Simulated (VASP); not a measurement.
Input of a VASP 6.6.1 run:

Contents of INCAR:

```
  PREC = Accurate
  ENCUT = 520
  EDIFF = 1E-6
  ISMEAR = -1
  SIGMA = 0.05
  LREAL = F
  LASPH = T
  NELM = 150
  ALGO = Normal
  ISIF = 2
  LWAVE = F
  LCHARG = F
  ISPIN = 2
  MAGMOM = 2 0 0 0
  LORBIT = 11
  LMAXMIX = 6
  GGA = PS
  NBANDS = 43
```

The input KPOINTS:

```
regular mesh
0
Gamma
  6 6 6
```

The input POSCAR:

```
TmIn3
1.0
    4.5184688787      0.0000000000      0.0000000000
    0.0000000000      4.5184688787      0.0000000000
    0.0000000000      0.0000000000      4.5184688787
Tm In
1 3
Direct
    0.0000000000      0.0000000000      0.0000000000
    0.5000000000      0.5000000000      0.0000000000
    0.5000000000      0.0000000000      0.5000000000
    0.0000000000      0.5000000000      0.5000000000
```

Potentials or basis: VASP PAW PBE potentials, release 64 (Tm, In_d).

Command:

```console
$ cat potpaw_PBE.64/Tm/POTCAR potpaw_PBE.64/In_d/POTCAR > POTCAR
$ mpirun -np 1 vasp_std > vasp.out
```

**Question.** Predict the pressure.

**Answer.** 1.7 GPa.

**Question.** Estimate the net moment.

**Answer.** 1.19 μB per cell.

**Question.** Estimate the site moments.

**Answer.** Tm +1.24; In -0.01 μB.

Caveat: the magnetic or orbital state may not be the lowest; the PAW data sets were made with another functional, which shifts forces and pressure a little. The state reached can hang on the start; a lower one may exist.
